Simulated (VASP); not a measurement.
# Fe (Fd-3m) in VASP: further runs, part 3 of 3

VASP 6.6.1. The steps go on from the part before.

**4. Single point, PBE**

This run uses another cell than the first one, of 14.18 Å³/atom.

The input, INCAR:

```
PREC = Accurate
ENCUT = 520
EDIFF = 1E-6
ISMEAR = -1
SIGMA = 0.06122561905347299
LREAL = False
LASPH = True
NELM = 60
ALGO = Normal
ISIF = 2
LWAVE = False
LCHARG = False
GGA = PE
NBANDS = 15
```

The input, KPOINTS:

```
Automatic mesh
0
Gamma
  38 38 38
```

The input, POSCAR:

```
Fe
1.0
    0.0000000000      2.4203498288      2.4203498288
    2.4203498288      0.0000000000      2.4203498288
    2.4203498288      2.4203498288      0.0000000000
Fe
2
Direct
    0.0000000000      0.0000000000      0.0000000000
    0.2500000000      0.2500000000      0.2500000000
```

Potentials or basis: VASP PAW PBE potentials, release 64 (Fe).

The run is started by

```console
$ cat potpaw_PBE.64/Fe/POTCAR > POTCAR
$ mpirun -np 1 vasp_std > vasp.out
```

OUTCAR:

```text
PREC = Accurate
   ENCUT = 520
   EDIFF = 1E-6
   ISMEAR = -1
   LREAL = False
   LASPH = True
   NELM = 60
   ISIF = 2
   GGA = PE

 ion  position               nearest neighbor table
   1  0.000  0.000  0.000-   2 2.10   2 2.10   2 2.10   2 2.10
   2  0.250  0.250  0.250-   1 2.10   1 2.10   1 2.10   1 2.10

  LATTYP: Found a face centered cubic cell.
 ALAT       =     4.8406996576

  Lattice vectors:

 A1 = (   0.0000000000,   2.4203498288,   2.4203498288)
 A2 = (   2.4203498288,   0.0000000000,   2.4203498288)
 A3 = (   2.4203498288,   2.4203498288,   0.0000000000)

Analysis of symmetry for initial positions (statically):
=====================================================================
 Subroutine PRICEL returns:
 Original cell was already a primitive cell.

 Routine SETGRP: Setting up the symmetry group for a
 face centered cubic supercell.

 Subroutine GETGRP returns: Found 48 space group operations
 (whereof 24 operations were pure point group operations)
 out of a pool of 48 trial point group operations.

The static configuration has the point symmetry T_d .
 The point group associated with its full space group is O_h .

Analysis of symmetry for dynamics (positions and initial velocities):
=====================================================================
 Subroutine PRICEL returns:
 Original cell was already a primitive cell.

 Routine SETGRP: Setting up the symmetry group for a
 face centered cubic supercell.

 Subroutine GETGRP returns: Found 48 space group operations
 (whereof 24 operations were pure point group operations)
 out of a pool of 48 trial point group operations.

The dynamic configuration has the point symmetry T_d .
 The point group associated with its full space group is O_h .

 Subroutine INISYM returns: Found 48 space group operations
 (whereof 24 operations are pure point group operations),
 and found     1 'primitive' translations

----------------------------------------------------------------------------------------

[... 122 lines left out ...]
   LRPA    =     F    only Hartree local field effects (RPA)
 non-spin polarized calculation
  energy-cutoff  :      520.00
  volume of cell :       28.36
 maximum number of plane-waves:       779
 NGX is ok and might be reduce to    28
   NGX = 13   NGY = 13   NGZ = 13

 number of electron      16.0000010 magnetization

 Free energy of the ion-electron system (eV)
  ---------------------------------------------------
  ext. energy  EPLUGINS =         0.00000000
  ---------------------------------------------------
  free energy    TOTEN  =       -14.00738729 eV

  energy without entropy =      -13.97676288  energy(sigma->0) =      -13.99207508

 E-fermi :   3.7693     XC(G=0): -11.6186

 val. band max:        3.7685659240   @ k =   0.3684   0.0526   0.0263
 cond. band min:       3.7696502661   @ k =   0.2895   0.1579   0.0000
 fundamental gap:      0.0010843422
 Fermi energy:         3.7693207620

 k-point     1 :       0.0000    0.0000    0.0000
  band No.  band energies     occupation
      1      -2.9773      2.00000
      2       0.9555      2.00000
      3       0.9555      2.00000
      4       1.2775      2.00000
      5       1.2775      2.00000
      6       1.2775      2.00000
      7       3.3678      1.99717
      8       3.3678      1.99717
      9       3.3678      1.99717
     10       5.0387      0.00000
     11       5.0387      0.00000
     12      18.2582      0.00000
     13      18.2582      0.00000
     14      18.2582      0.00000
[... 401 lines left out ...]
      2       0.8045      2.00000
      3       0.9098      2.00000
      4       1.2911      2.00000
      5       1.3897      2.00000
      6       1.4699      2.00000
      7       3.2290      1.99971
      8       3.3548      1.99771
      9       3.3781      1.99665
     10       5.0114      0.00000
     11       5.0615      0.00000
     12      15.3659      0.00000
     13      16.7193      0.00000
     14      17.4948      0.00000
     15      18.8580      0.00000

 [... further k-points ...]

------------------------ aborting loop because EDIFF is reached ----------------------------------------

  FORCE on cell =-STRESS in cart. coord.  units (eV):
  Direction    XX          YY          ZZ          XY          YZ          ZX
  --------------------------------------------------------------------------------------
  -------------------------------------------------------------------------------------
  Total        0.2939242      0.2939242      0.2939242      0.0000000      0.0000000      0.0000000
  in kB       16.6066285     16.6066285     16.6066285      0.0000000      0.0000000      0.0000000
  external PRESSURE =      16.6066285 kB  Pullay stress =       0.0000000 kB

 VOLUME and BASIS-vectors are now :
 -----------------------------------------------------------------------------
  energy-cutoff  :      520.00
  volume of cell :       28.36
      direct lattice vectors                 reciprocal lattice vectors
     0.000000000  2.420349829  2.420349829    -0.206581707  0.206581707  0.206581707
     2.420349829  0.000000000  2.420349829     0.206581707 -0.206581707  0.206581707
     2.420349829  2.420349829  0.000000000     0.206581707  0.206581707 -0.206581707

 POSITION                                       TOTAL-FORCE (eV/Angst)
 -----------------------------------------------------------------------------------
      0.00000      0.00000      0.00000         0.000000     -0.000000     -0.000000
      1.21017      1.21017      1.21017        -0.000000      0.000000      0.000000
 -----------------------------------------------------------------------------------
    total drift:                                0.000000      0.000000      0.000000

  FREE ENERGIE OF THE ION-ELECTRON SYSTEM (eV)
  ---------------------------------------------------
  free  energy   TOTEN  =       -14.0073872911 eV

  energy  without entropy=      -13.9767628753  energy(sigma->0) =      -13.99207508
```

OSZICAR:

```text
N       E                     dE             d eps       ncg     rms          rms(c)
DAV:   1     0.871084539013E+02    0.87108E+02   -0.72868E+03 43584   0.131E+03
DAV:   2    -0.132494922413E+02   -0.10036E+03   -0.87374E+02 43200   0.236E+02
DAV:   3    -0.155790080892E+02   -0.23295E+01   -0.22346E+01 50410   0.545E+01
DAV:   4    -0.155962722715E+02   -0.17264E-01   -0.17262E-01 49129   0.408E+00
DAV:   5    -0.155965432758E+02   -0.27100E-03   -0.27100E-03 51243   0.501E-01    0.119E+01
DAV:   6    -0.143116213759E+02    0.12849E+01   -0.91681E+00 51229   0.586E+01    0.316E+00
DAV:   7    -0.140285740373E+02    0.28305E+00   -0.10895E+00 52993   0.201E+01    0.142E+00
DAV:   8    -0.140093463085E+02    0.19228E-01   -0.12017E-02 57137   0.171E+00    0.463E-01
DAV:   9    -0.140074230361E+02    0.19233E-02   -0.18474E-03 58582   0.498E-01    0.573E-02
DAV:  10    -0.140073903494E+02    0.32687E-04   -0.54463E-05 50840   0.129E-01    0.133E-02
DAV:  11    -0.140073871247E+02    0.32246E-05   -0.31979E-06 44922   0.200E-02    0.145E-03
DAV:  12    -0.140073872911E+02   -0.16640E-06   -0.47719E-08 22993   0.302E-03
   1 F= -.14007387E+02 E0= -.13992075E+02  d E =-.306244E-01
```

stdout:

```text
POSCAR found type information on POSCAR Fe
 POSCAR found :  1 types and       2 ions
 scaLAPACK will be used
 LDA part: xc-table for (Slater+PW92), standard interpolation
 POSCAR, INCAR and KPOINTS ok, starting setup
 FFT: planning ... GRIDC
 FFT: planning ... GRID_SOFT
 FFT: planning ... GRID
 WAVECAR not read
 entering main loop
```

Run time: 4.4 min. Hardware: 1 thread of Intel Xeon 6975P-C (Granite Rapids), shared host; peak memory 0.6 GiB.

Results:

- Free energy: -14.0074 eV
- Pressure: 1.7 GPa
- Band gap on the k mesh: zero (bands 8 and 9 overlap by 0.79 eV)

Caveat: the run has no spin polarisation, though such a crystal can be magnetic. Spin polarisation is off, so any magnetic state and its effect on volume and gap are missing.

**5. Single point, PBE**

This run uses another cell than the first one, of 14.47 Å³/atom.

The input, INCAR:

```
PREC = Accurate
ENCUT = 520
EDIFF = 1E-6
ISMEAR = -1
SIGMA = 0.06122561905347299
LREAL = F
LASPH = T
NELM = 80
ALGO = Normal
ISIF = 2
LWAVE = F
LCHARG = F
GGA = PE
NBANDS = 15
```

The input, KPOINTS:

```
regular mesh
0
Gamma
  38 38 38
```

The input, POSCAR:

```
Fe
1.0
    0.0000000000      2.4367040399      2.4367040399
    2.4367040399      0.0000000000      2.4367040399
    2.4367040399      2.4367040399      0.0000000000
Fe
2
Direct
    0.0000000000      0.0000000000      0.0000000000
    0.2500000000      0.2500000000      0.2500000000
```

The run is started by

```console
$ cat potpaw_PBE.64/Fe/POTCAR > POTCAR
$ mpirun -np 1 vasp_std > vasp.out
```

It took 4.4 min on 1 thread of Intel Xeon 6975P-C (Granite Rapids), shared host; peak memory 0.61 GiB.

The run converged. Its results:

```yaml
Free_energy: -14.0077 eV
Pressure: -1.4 GPa
Band_gap_on_the_k_mesh: zero (bands 8 and 9 overlap by 0.77 eV)
```

Levels at points of the mesh, in eV from the Fermi level:
```tsv
k point	band 4	band 5	band 6	band 7	band 8	band 9	band 10	band 11	band 12	band 13
(0.00, 0.00, 0.00)	-2.44	-2.44	-2.44	-0.39	-0.39	-0.39	1.23	1.23	14.28	14.28
(0.50, 0.00, 0.00)	-2.59	-2.45	-2.45	-1.07	0.17	0.17	0.98	0.98	2.48	10.74
(0.50, 0.50, 0.00)	-2.37	-1.37	-1.37	-0.73	-0.73	1.18	1.18	2.73	2.73	5.43
```

Caveat: the run has no spin polarisation, though such a crystal can be magnetic.

**6. Single point, PBE**

This run uses another cell than the first one, of 14.76 Å³/atom.

The input, INCAR:

```
PREC     = Accurate       # precision mode
ENCUT    = 520            # plane-wave cutoff, eV
EDIFF    = 1E-6           # SCF threshold, eV
ISMEAR   = -1             # smearing method
SIGMA    = 0.06122561905347299 # smearing width, eV
LREAL    = F              # projectors in reciprocal space
LASPH    = T              # aspherical terms in the spheres
NELM     = 80             # most SCF steps
ALGO     = Normal         # electronic algorithm
ISIF     = 2              # what is computed and relaxed
LWAVE    = F              # write WAVECAR
LCHARG   = T              # write CHGCAR
GGA      = PE             # functional
LELF     = T              # ELF
LVHAR    = T            
NBANDS   = 15             # bands
```

The input, KPOINTS:

```
Automatic mesh
0
Gamma
  38 38 38
```

The input, POSCAR:

```
Fe
1.0
    0.0000000000      2.4528416231      2.4528416231
    2.4528416231      0.0000000000      2.4528416231
    2.4528416231      2.4528416231      0.0000000000
Fe
2
Direct
    0.0000000000      0.0000000000      0.0000000000
    0.2500000000      0.2500000000      0.2500000000
```

Potentials or basis: VASP PAW PBE potentials, release 64 (Fe).

The run is started by

```console
$ cat potpaw_PBE.64/Fe/POTCAR > POTCAR
$ mpirun -np 1 vasp_std > vasp.out
```

OUTCAR:

```text
PREC = Accurate
   ENCUT = 520
   EDIFF = 1E-6
   ISMEAR = -1
   LREAL = F
   LASPH = T
   NELM = 80
   ISIF = 2
   GGA = PE

 ion  position               nearest neighbor table
   1  0.000  0.000  0.000-   2 2.12   2 2.12   2 2.12   2 2.12
   2  0.250  0.250  0.250-   1 2.12   1 2.12   1 2.12   1 2.12

  LATTYP: Found a face centered cubic cell.
 ALAT       =     4.9056832462

  Lattice vectors:

[... 617 lines left out ...]
     15      18.2170      0.00000

 [... further k-points ...]

------------------------ aborting loop because EDIFF is reached ----------------------------------------

  FORCE on cell =-STRESS in cart. coord.  units (eV):
  Direction    XX          YY          ZZ          XY          YZ          ZX
  --------------------------------------------------------------------------------------
  -------------------------------------------------------------------------------------
  Total       -0.7690155     -0.7690155     -0.7690155      0.0000000      0.0000000      0.0000000
  in kB      -41.7452586    -41.7452586    -41.7452586      0.0000000      0.0000000      0.0000000
  external PRESSURE =     -41.7452586 kB  Pullay stress =       0.0000000 kB

 VOLUME and BASIS-vectors are now :
 -----------------------------------------------------------------------------
  energy-cutoff  :      520.00
  volume of cell :       29.51
      direct lattice vectors                 reciprocal lattice vectors
     0.000000000  2.452841623  2.452841623    -0.203845204  0.203845204  0.203845204
     2.452841623  0.000000000  2.452841623     0.203845204 -0.203845204  0.203845204
     2.452841623  2.452841623  0.000000000     0.203845204  0.203845204 -0.203845204

 POSITION                                       TOTAL-FORCE (eV/Angst)
 -----------------------------------------------------------------------------------
      0.00000      0.00000      0.00000        -0.000000     -0.000000     -0.000000
      1.22642      1.22642      1.22642         0.000000      0.000000      0.000000
 -----------------------------------------------------------------------------------
    total drift:                                0.000000      0.000000      0.000000

  FREE ENERGIE OF THE ION-ELECTRON SYSTEM (eV)
  ---------------------------------------------------
  free  energy   TOTEN  =       -13.9974642639 eV

  energy  without entropy=      -13.9651363094  energy(sigma->0) =      -13.98130029
```

stdout:

```text
POSCAR found type information on POSCAR Fe
 POSCAR found :  1 types and       2 ions
 scaLAPACK will be used
 LDA part: xc-table for (Slater+PW92), standard interpolation
 POSCAR, INCAR and KPOINTS ok, starting setup
 FFT: planning ... GRIDC
 FFT: planning ... GRID_SOFT
 FFT: planning ... GRID
 WAVECAR not read
 entering main loop
```

Wall time 20 min (1 thread of Oxide Virtual Turin-like, shared host); peak memory 0.59 GiB.

What came out:

```yaml
Free_energy: -13.9975 eV
Pressure: -4.2 GPa
Band_gap_on_the_k_mesh: zero (bands 8 and 9 overlap by 0.74 eV)
```

Levels at points of the mesh, in eV from the Fermi level:
| k point | band 4 | band 5 | band 6 | band 7 | band 8 | band 9 | band 10 | band 11 | band 12 | band 13 |
| --- | --- | --- | --- | --- | --- | --- | --- | --- | --- | --- |
| (0.00, 0.00, 0.00) | -2.38 | -2.38 | -2.38 | -0.38 | -0.38 | -0.38 | 1.19 | 1.19 | 14.08 | 14.08 |
| (0.50, 0.00, 0.00) | -2.52 | -2.40 | -2.40 | -1.05 | 0.17 | 0.17 | 0.95 | 0.95 | 2.41 | 10.56 |
| (0.50, 0.50, 0.00) | -2.32 | -1.37 | -1.37 | -0.71 | -0.71 | 1.15 | 1.15 | 2.68 | 2.68 | 5.37 |

Caveat: the cell stands under tension; the run has no spin polarisation, though such a crystal can be magnetic. Spin polarisation is off, so any magnetic state and its effect on volume and gap are missing.

**7. Summary**

```csv
cell,gap on the mesh (eV),pressure (GPa)
"a = 3.514 Å, angles 60.0°, 2 atoms",none,-8.9
"a = 3.491 Å, angles 60.0°, 2 atoms",none,-6.6
"a = 3.423 Å, angles 60.0°, 2 atoms",none,1.7
"a = 3.446 Å, angles 60.0°, 2 atoms",none,-1.4
"a = 3.469 Å, angles 60.0°, 2 atoms",none,-4.2
```

Alike in all rows: task single point; level PBE; potentials or basis VASP PAW PBE potentials, release 64 (Fe); no spin polarisation; k mesh 38 × 38 × 38; cutoff (eV) 520; smearing fermi-dirac 0.0612256 eV.

Caveats: the run has no spin polarisation, though such a crystal can be magnetic; the cell stands under tension (at least some runs).

Absolute energies hang on the potentials; compare differences alone.
